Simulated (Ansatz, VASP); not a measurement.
## SiNi in VASP and in Ansatz

The input INCAR:

```
SYSTEM = SiNi
  PREC = Accurate
  ENCUT = 520
  EDIFF = 1E-7
  ISMEAR = 0
  SIGMA = 0.1
  LREAL = .FALSE.
  LASPH = .TRUE.
  NELM = 100
  ALGO = Normal
  ISIF = 2
  LWAVE = .FALSE.
  LCHARG = .FALSE.
  LDIPOL = .TRUE.
  IDIPOL = 3
  DIPOL = 0.5 0.5 0.500
  GGA = PE
  NBANDS = 62
```

Contents of KPOINTS:

```
Automatic mesh
0
G
  11 8 1
  0 0 0
```

The input POSCAR:

```
SiNi
1.0
    3.2583147222      0.0000000000      0.0000000000
    0.0000000000      4.7093899546      0.0000000000
    0.0000000000      0.0000000000     14.1658506980
Si Ni
7 7
Direct
    0.0000000000      0.8431827244      0.1764807531
    0.5000000000      0.1568172756      0.2843205021
    0.0000000000      0.8431827244      0.3921602510
    0.5000000000      0.1568172756      0.5000000000
    0.0000000000      0.8431827244      0.6078397490
    0.5000000000      0.1568172756      0.7156794979
    0.0000000000      0.8431827244      0.8235192469
    0.0000000000      0.3423059767      0.1764807531
    0.5000000000      0.6576940233      0.2843205021
    0.0000000000      0.3423059767      0.3921602510
    0.5000000000      0.6576940233      0.5000000000
    0.0000000000      0.3423059767      0.6078397490
    0.5000000000      0.6576940233      0.7156794979
    0.0000000000      0.3423059767      0.8235192469
```

Input for Ansatz:

```yaml
crystal:
  lattice:
    - [3.2583147222, 0.0, 0.0]
    - [0.0, 4.7093899546, 0.0]
    - [0.0, 0.0, 14.165850698]
  atoms:
    - { symbol: Si, position: [0.0, 0.8431827244, 0.1764807531] }
    - { symbol: Ni, position: [0.0, 0.3423059767, 0.1764807531] }
    - { symbol: Si, position: [0.5, 0.1568172756, 0.2843205021] }
    - { symbol: Ni, position: [0.5, 0.6576940233, 0.2843205021] }
    - { symbol: Si, position: [0.0, 0.8431827244, 0.392160251] }
    - { symbol: Ni, position: [0.0, 0.3423059767, 0.392160251] }
    - { symbol: Si, position: [0.5, 0.1568172756, 0.5] }
    - { symbol: Ni, position: [0.5, 0.6576940233, 0.5] }
    - { symbol: Si, position: [0.0, 0.8431827244, 0.607839749] }
    - { symbol: Ni, position: [0.0, 0.3423059767, 0.607839749] }
    - { symbol: Si, position: [0.5, 0.1568172756, 0.7156794979] }
    - { symbol: Ni, position: [0.5, 0.6576940233, 0.7156794979] }
    - { symbol: Si, position: [0.0, 0.8431827244, 0.8235192469] }
    - { symbol: Ni, position: [0.0, 0.3423059767, 0.8235192469] }
basis:
  ecutwfc: 420
kpoints:
  mp_grid: { grid: [11, 8, 1] }
hamiltonian:
  xc: pbe
scf:
  occupations: { method: gaussian, width: 0.1 }
output:
  forces: true
  stress: true
  eigenvalues: true
efield:
  axis: 3
  dipole_correction: true
  ramp_width: 0.04
```

Alike in both runs: task single point; functional PBE; k mesh 11 × 8 × 1; occupations gaussian, width 0.1 eV; no spin polarisation.

|  | VASP | Ansatz |
| --- | --- | --- |
| version | VASP 6.6.1 | Ansatz 0.2.0 |
| potentials or method | VASP PAW PBE potentials, release 64 (Si, Ni), cutoff 520 eV | scalar-relativistic, plane waves, PAW |
| valence electrons in the cell | 98 | 154 |

Ansatz gave:

- gap on the k mesh at the Fermi level (eV): none
- rms of the force components (eV/Å): 0.309

**Question.** Which values does VASP return?

**Answer.** gap on the k mesh at the Fermi level (eV): none; rms of the force components (eV/Å): 0.304.

A gap of «none» marks a metal or a gap that the smearing closes. With one functional, cell and mesh, what is left measures potentials, basis and numerics. VASP's potentials hold 98 valence electrons a cell and Ansatz's 154, so a difference there can come from the potentials and not from the codes. Ansatz's warnings: vacuum density over bound.
